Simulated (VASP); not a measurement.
# Zn4O in VASP: a series of runs

Runs on Zn4O. Level: PBE. Tasks: single point.

All numbers are computed with VASP 6.6.1; they aren't measurements. Logs are shortened: lines on timing, memory, paths and dates and some standing lists are left out, and cuts for length are marked.

## 1. The cell of the first run

The structure is monoclinic, space group C2/m (No. 12). Conventional cell: a = 5.935 Å, b = 7.897 Å, c = 2.982 Å, α = 90.00°, β = 91.57°, γ = 90.00°. Within 2.8 Å of Zn (site symmetry 2) lie 1 O at 2.14 Å and 4 Zn at 2.67 to 2.71 Å. Zn (site symmetry m) has 2 O at 2.19 to 2.25 Å and 5 Zn at 2.66 to 2.71 Å within 2.9 Å. Within 2.8 Å of O (site symmetry 2/m) lie 6 Zn at 2.14 to 2.25 Å.

## 2. Single point, PBE

INCAR

```
PREC     = Accurate       # precision mode
ENCUT    = 520            # plane-wave cutoff, eV
EDIFF    = 1E-6           # SCF threshold, eV
ISMEAR   = 0              # smearing method
SIGMA    = 0.2            # smearing width, eV
LREAL    = F              # projectors in reciprocal space
LASPH    = T              # aspherical terms in the spheres
NELM     = 100            # most SCF steps
ALGO     = Normal         # electronic algorithm
ISIF     = 2              # what is computed and relaxed
LWAVE    = F              # write WAVECAR
LCHARG   = F              # write CHGCAR
GGA      = PE             # functional
NBANDS   = 35             # bands
```

KPOINTS

```
regular mesh
0
Gamma
  4 4 5
```

POSCAR

```
Zn4O
1.0
    2.9672862967     -3.9487414988     -0.0237248275
    2.9672862967      3.9487414988     -0.0237248275
   -0.0579019881      0.0000000000      2.9817766987
Zn O
4 1
Direct
    0.7286885960      0.2713114040      0.0000000000
    0.2761989282      0.2761989282      0.5004525392
    0.7238010718      0.7238010718      0.4995474608
    0.2713114040      0.7286885960      0.0000000000
    0.0000000000      0.0000000000      0.0000000000
```

Potentials or basis: VASP PAW PBE potentials, release 64 (Zn, O).

Command:

```
$ cat potpaw_PBE.64/Zn/POTCAR potpaw_PBE.64/O/POTCAR > POTCAR
$ mpirun -np 1 vasp_std > vasp.out
```

OUTCAR:

```text
PREC = Accurate
   ENCUT = 520
   EDIFF = 1E-6
   ISMEAR = 0
   LREAL = F
   LASPH = T
   NELM = 100
   ISIF = 2
   GGA = PE

 ion  position               nearest neighbor table
   1  0.729  0.271  0.000-   5 2.14   3 2.67   2 2.67   2 2.71   3 2.71   4 2.99   4 2.99
   2  0.276  0.276  0.500-   5 2.19   5 2.25   3 2.66   1 2.67   4 2.67   4 2.71   1 2.71
   3  0.724  0.724  0.500-   5 2.19   5 2.25   2 2.66   4 2.67   1 2.67   4 2.71   1 2.71
   4  0.271  0.729  0.000-   5 2.14   3 2.67   2 2.67   2 2.71   3 2.71   1 2.99   1 2.99
   5  0.000  0.000  0.000-   1 2.14   4 2.14   2 2.19   3 2.19   2 2.25   3 2.25

  LATTYP: Found a base centered monoclinic cell.
 ALAT       =     5.9347622813
 B/A-ratio  =     1.3307159787
 C/A-ratio  =     0.5025203526
 COS(beta)  =    -0.0274080394

  Lattice vectors:

 A1 = (   2.9672862967,  -3.9487414988,  -0.0237248275)
 A2 = (   2.9672862967,   3.9487414988,  -0.0237248275)
 A3 = (  -0.0579019881,   0.0000000000,   2.9817766987)

Analysis of symmetry for initial positions (statically):
=====================================================================
 Subroutine PRICEL returns:
 Original cell was already a primitive cell.

 Routine SETGRP: Setting up the symmetry group for a
 base centered monoclinic supercell.

 Subroutine GETGRP returns: Found  4 space group operations
 (whereof  4 operations were pure point group operations)
 out of a pool of  4 trial point group operations.

The static configuration has the point symmetry C_2h.

Analysis of symmetry for dynamics (positions and initial velocities):
=====================================================================
 Subroutine PRICEL returns:
 Original cell was already a primitive cell.

 Routine SETGRP: Setting up the symmetry group for a
 base centered monoclinic supercell.

 Subroutine GETGRP returns: Found  4 space group operations
 (whereof  4 operations were pure point group operations)
 out of a pool of  4 trial point group operations.

The dynamic configuration has the point symmetry C_2h.

 Subroutine INISYM returns: Found  4 space group operations
 (whereof  4 operations are pure point group operations),
 and found     1 'primitive' translations

----------------------------------------------------------------------------------------

                                     Primitive cell

  volume of cell :      69.8644

  direct lattice vectors                    reciprocal lattice vectors
     2.967286297 -3.948741499 -0.023724828     0.168530298 -0.126622621  0.003272626
     2.967286297  3.948741499 -0.023724828     0.168530298  0.126622621  0.003272626
    -0.057901988  0.000000000  2.981776699     0.002681859  0.000000000  0.335422597

  length of vectors
     4.939424082  4.939424082  2.982338834     0.210823290  0.210823290  0.335433319

  position of ions in fractional coordinates (direct lattice)
     0.728688596  0.271311404  1.000000000
     0.276198928  0.276198928  0.500452539
     0.723801072  0.723801072  0.499547461
     0.271311404  0.728688596  1.000000000
     0.000000000  0.000000000  0.000000000

  ion indices of the primitive-cell ions
   primitive index   ion index
                 1           1
                 2           2
                 3           3
                 4           4
                 5           5

----------------------------------------------------------------------------------------

 KPOINTS: regular mesh

Automatic generation of k-mesh.
 Grid dimensions read from file:
 generate k-points for:    4    4    5

 Generating k-lattice:

  Cartesian coordinates                     Fractional coordinates (reciprocal lattice)
     0.042132574 -0.031655655  0.000818156     0.250000000 -0.000000000  0.000000000
     0.042132574  0.031655655  0.000818156    -0.000000000  0.250000000  0.000000000
     0.000536372  0.000000000  0.067084519     0.000000000  0.000000000  0.200000000

  Length of vectors
     0.052705822  0.052705822  0.067086664

  Shift w.r.t. Gamma in fractional coordinates (k-lattice)
     0.000000000  0.000000000  0.000000000

 Subroutine IBZKPT returns following result:
 ===========================================

 Found     27 irreducible k-points:

 Following reciprocal coordinates:
            Coordinates               Weight
  0.000000  0.000000  0.000000      1.000000
  0.250000 -0.000000  0.000000      4.000000
  0.500000 -0.000000  0.000000      2.000000
  0.250000  0.250000  0.000000      2.000000
  0.500000  0.250000  0.000000      4.000000
 -0.250000  0.250000  0.000000      2.000000
[... 16 lines left out ...]
  0.500000  0.250000  0.400000      4.000000
 -0.250000  0.250000  0.400000      4.000000
 [... further k-points ...]
   k-points           NKPTS =     27   k-points in BZ     NKDIM =     27   number of bands    NBANDS=     35
   number of dos      NEDOS =    301   number of ions     NIONS =      5
   total plane-waves  NPLWV =  38400
   dimension x,y,z NGX =    40 NGY =   40 NGZ =   24
   dimension x,y,z NGXF=    80 NGYF=   80 NGZF=   48
   ions per type =               4   1
   NGX,Y,Z   is equivalent  to a cutoff of  13.46, 13.46, 13.38 a.u.
   NGXF,Y,Z  is equivalent  to a cutoff of  26.93, 26.93, 26.76 a.u.
 SYSTEM =  unknown system
   PREC   = accura    normal or accurate (medium, high low for compatibility)
   ISTART =      0    job   : 0-new  1-cont  2-samecut
   ICHARG =      2    charge: 1-file 2-atom 10-const
   ISPIN  =      1    spin polarized calculation?
   LNONCOLLINEAR =      F non collinear calculations
   LSORBIT =      F    spin-orbit coupling
   LASPH  =      T    aspherical Exc in radial PAW
   ENCUT  =  520.0 eV  38.22 Ry    6.18 a.u.   9.18  9.18  5.55*2*pi/ulx,y,z
   NELM   =    100;   NELMIN=  2; NELMDL= -5     # of ELM steps
   EDIFF  = 0.1E-05   stopping-criterion for ELM
   LREAL  =      F    real-space projection
   EDIFFG = 0.1E-04   stopping-criterion for IOM
   NSW    =      0    number of steps for IOM
   IBRION =     -1    ionic relax: 0-MD 1-quasi-New 2-CG
   NFREE  =      0    steps in history (QN), initial steepest desc. (CG)
   ISIF   =      2    stress and relaxation
   ISYM   =      2    0-nonsym 1-usesym 2-fastsym
   POTIM  = 0.5000    time-step for ionic-motion
   TEBEG  =    0.0;   TEEND  =   0.0 temperature during run
   PSTRESS=    0.0 pullay stress
   NELECT =      54.0000    total number of electrons
   NUPDOWN=      -1.0000    fix difference up-down
   EMIN   =  10.00;   EMAX   =-10.00  energy-range for DOS
   EFERMI =   0.00;   METHOD = LEGACY
   ISMEAR =     0;   SIGMA  =   0.20  broadening in eV -4-tet -1-fermi 0-gaus
   EFERMI_NEDOS =   21; number of points for ismear=-14 and -15
   IALGO  =     38    algorithm
   IMIX   =      4    mixing-type and parameters
     AMIX     =   0.40;   BMIX     =  1.00
     AMIX_MAG =   1.60;   BMIX_MAG =  1.00
  volume/ion in A,a.u.               =      13.97        94.29
  Fermi-wavevector in a.u.,A,eV,Ry     =   1.502407  2.839137 30.711417  2.257225
  Thomas-Fermi vector in A             =   2.613651
   LORBIT       =      0    0 simple, 1 ext, 2 COOP (PROOUT), +10 PAW based schemes
   GGA     = PE    functional components
   LHFCALC =     F    Hartree Fock is set to
   AEXX    =    0.0000 exact exchange contribution
   IVDW    =     0    specifies the selected vdW correction
   LEPSILON=     F    determine dielectric tensor
   LRPA    =     F    only Hartree local field effects (RPA)
 non-spin polarized calculation
 Gauss-broadening in eV      SIGMA  =   0.20
  energy-cutoff  :      520.00
  volume of cell :       69.86
 maximum number of plane-waves:      1892
 NGX is ok and might be reduce to    40
   NGX = 19   NGY = 19   NGZ = 11

 number of electron      54.0000032 magnetization

 Free energy of the ion-electron system (eV)
  ---------------------------------------------------
  ext. energy  EPLUGINS =         0.00000000
  ---------------------------------------------------
  free energy    TOTEN  =       -10.85313833 eV

  energy without entropy =      -10.83642773  energy(sigma->0) =      -10.84478303

 E-fermi :   3.1465     XC(G=0): -11.4133

 val. band max:        3.0613295650   @ k =  -0.2500   0.0000   0.2000
 cond. band min:       3.2071900010   @ k =   0.2500  -0.0000   0.2000
 fundamental gap:      0.1458604361
 Fermi energy:         3.1464589403

 k-point     1 :       0.0000    0.0000    0.0000
  band No.  band energies     occupation
      1     -16.2676      2.00000
      2      -5.6331      2.00000
      3      -5.3672      2.00000
      4      -5.2284      2.00000
      5      -4.8037      2.00000
      6      -4.6690      2.00000
[... 27 lines left out ...]
     34      13.1927      0.00000
     35      15.0972      0.00000

 k-point     2 :       0.2500   -0.0000    0.0000
  band No.  band energies     occupation
      1     -16.2554      2.00000
      2      -5.9130      2.00000
      3      -5.1233      2.00000
      4      -5.0203      2.00000
      5      -4.7365      2.00000
      6      -4.6707      2.00000
[... 27 lines left out ...]
     34      14.1770      0.00000
     35      14.5145      0.00000

 k-point     3 :       0.5000   -0.0000    0.0000
  band No.  band energies     occupation
      1     -16.2431      2.00000
      2      -6.0608      2.00000
      3      -4.8918      2.00000
      4      -4.7908      2.00000
      5      -4.7027      2.00000
      6      -4.6036      2.00000
[... 27 lines left out ...]
     34      11.5788      0.00000
     35      13.3380      0.00000

 k-point     4 :       0.2500    0.2500    0.0000
  band No.  band energies     occupation
      1     -16.2435      2.00000
      2      -5.8753      2.00000
      3      -5.0747      2.00000
      4      -4.8140      2.00000
      5      -4.6438      2.00000
      6      -4.6193      2.00000
[... 27 lines left out ...]
     34      13.7158      0.00000
     35      14.0398      0.00000

 k-point     5 :       0.5000    0.2500    0.0000
  band No.  band energies     occupation
      1     -16.2369      2.00000
      2      -5.7092      2.00000
      3      -4.9368      2.00000
      4      -4.7508      2.00000
      5      -4.6493      2.00000
      6      -4.5815      2.00000
[... 638 lines left out ...]
 k-point    22 :       0.2500    0.2500    0.4000
  band No.  band energies     occupation
      1     -15.8558      2.00000
      2      -4.9595      2.00000
      3      -4.9328      2.00000
      4      -4.9068      2.00000
      5      -4.6863      2.00000
      6      -4.6456      2.00000
[... 27 lines left out ...]
     34      10.0195      0.00000
     35      10.8472      0.00000

 k-point    23 :       0.5000    0.2500    0.4000
  band No.  band energies     occupation
      1     -15.8519      2.00000
      2      -5.2550      2.00000
      3      -5.0656      2.00000
      4      -4.8550      2.00000
      5      -4.7547      2.00000
      6      -4.7185      2.00000
[... 27 lines left out ...]
     34      11.2345      0.00000
     35      11.7662      0.00000

 k-point    24 :      -0.2500    0.2500    0.4000
  band No.  band energies     occupation
      1     -15.8569      2.00000
      2      -5.3436      2.00000
      3      -5.0225      2.00000
      4      -4.8378      2.00000
      5      -4.7137      2.00000
      6      -4.6703      2.00000
[... 27 lines left out ...]
     34       9.7331      0.00000
     35      10.5189      0.00000

 [... further k-points ...]
[... 5 lines left out ...]
  --------------------------------------------------------------------------------------
  -------------------------------------------------------------------------------------
  Total        0.1471595      0.2595145      0.0716202      0.0000000      0.0000000     -0.0255086
  in kB        3.3747616      5.9513625      1.6424425      0.0000000      0.0000000     -0.5849796
  external PRESSURE =       3.6561889 kB  Pullay stress =       0.0000000 kB

 VOLUME and BASIS-vectors are now :
 -----------------------------------------------------------------------------
  energy-cutoff  :      520.00
  volume of cell :       69.86
      direct lattice vectors                 reciprocal lattice vectors
     2.967286297 -3.948741499 -0.023724828     0.168530298 -0.126622621  0.003272626
     2.967286297  3.948741499 -0.023724828     0.168530298  0.126622621  0.003272626
    -0.057901988  0.000000000  2.981776699     0.002681859  0.000000000  0.335422597

 POSITION                                       TOTAL-FORCE (eV/Angst)
 -----------------------------------------------------------------------------------
      2.96729     -1.80606     -0.02372        -0.000000      0.028303      0.000000
      1.61015      0.00000      1.47913         0.008745      0.000000      0.004717
      4.26653      0.00000      1.45519        -0.008745      0.000000     -0.004717
      2.96729      1.80606     -0.02372         0.000000     -0.028303      0.000000
      0.00000      0.00000      0.00000        -0.000000      0.000000      0.000000
 -----------------------------------------------------------------------------------
    total drift:                               -0.000000      0.000000     -0.000000

  FREE ENERGIE OF THE ION-ELECTRON SYSTEM (eV)
  ---------------------------------------------------
  free  energy   TOTEN  =       -10.8531383265 eV

  energy  without entropy=      -10.8364277324  energy(sigma->0) =      -10.84478303
```

Wall time 26 s (1 thread of Intel Xeon 6975P-C (Granite Rapids), shared host); peak memory 0.2 GiB.

Results:

| Property | Result |
| --- | --- |
| Free energy | -10.8531 eV |
| Pressure | 0.4 GPa |
| Largest force | 0.028 eV/Å |
| Band gap on the k mesh | zero (band 27 reaches 3.81 eV, above the bottom of band 28 at 2.45 eV) |

Forces on the atoms (eV/Å):
```
Zn   0.000  0.028  0.000
Zn   0.009  0.000  0.005
Zn  -0.009  0.000 -0.005
Zn   0.000 -0.028  0.000
O    0.000  0.000  0.000
```

Caveat: the k points lie up to 0.42 Å⁻¹ apart.

## 3. Single point, PBE

This run uses another cell than the first one, of 14.14 Å³/atom, 1.012 times its volume.

INCAR

```
SYSTEM = Zn4O
PREC = Accurate
ENCUT = 520
EDIFF = 1E-6
ISMEAR = 0
SIGMA = 0.1
LREAL = .False.
LASPH = .True.
NELM = 100
ALGO = Normal
ISIF = 2
LWAVE = .False.
LCHARG = .False.
GGA = PE
NBANDS = 35
```

KPOINTS

```
regular mesh
0
Gamma
  8 8 10
  0 0 0
```

POSCAR

```
Zn4O
1.0
    3.4453806409     -3.5585174558      0.0518075363
    3.4453806409      3.5585174558      0.0518075363
   -0.0428580059      0.0000000000      2.8823277884
Zn O
4 1
Direct
    0.6951305804      0.3048694196      0.0000000000
    0.2369417884      0.2369417884      0.4999683609
    0.7630582116      0.7630582116      0.5000316391
    0.3048694196      0.6951305804      0.0000000000
    0.0000000000      0.0000000000      0.0000000000
```

Potentials or basis: VASP PAW PBE potentials, release 64 (Zn, O).

Command:

```
$ cat potpaw_PBE.64/Zn/POTCAR potpaw_PBE.64/O/POTCAR > POTCAR
$ mpirun -np 1 vasp_std > vasp.out
```

Run time: 5.5 min. Hardware: 1 thread of Intel Xeon Platinum 8259CL at 2.50GHz (Skylake/Cascade Lake), shared host; peak memory 0.45 GiB.

Results (log left out):

| Item | Value |
| --- | --- |
| Free energy | -10.9026 eV |
| Pressure | 0.4 GPa |
| Largest force | 0.029 eV/Å |
| Band gap on the k mesh | zero (band 27 reaches 4.40 eV, above the bottom of band 28 at 2.00 eV) |

Forces on the atoms (eV/Å):
```
Zn   0.000  0.013  0.000
Zn   0.029  0.000  0.001
Zn  -0.029  0.000 -0.001
Zn   0.000 -0.013  0.000
O    0.000  0.000  0.000
```

Levels at points of the mesh, in eV from the Fermi level:
| k point | band 25 | band 26 | band 27 | band 28 | band 29 | band 30 |
| --- | --- | --- | --- | --- | --- | --- |
| (0.00, 0.00, 0.00) | -2.65 | -2.49 | -0.95 | -0.29 | 0.61 | 3.69 |
| (0.50, 0.00, 0.00) | -4.39 | -2.58 | -1.54 | 0.63 | 2.60 | 3.63 |
| (0.50, 0.50, 0.00) | -2.55 | -1.95 | -1.36 | -0.95 | 5.16 | 6.11 |
| (0.00, 0.00, 0.50) | -3.15 | -2.43 | 1.44 | 1.78 | 2.88 | 2.93 |
| (0.50, 0.00, 0.50) | -3.07 | -1.04 | -0.48 | 0.16 | 2.79 | 2.88 |
| (0.50, 0.50, 0.50) | -1.90 | -1.79 | -1.58 | -0.36 | 1.22 | 1.87 |
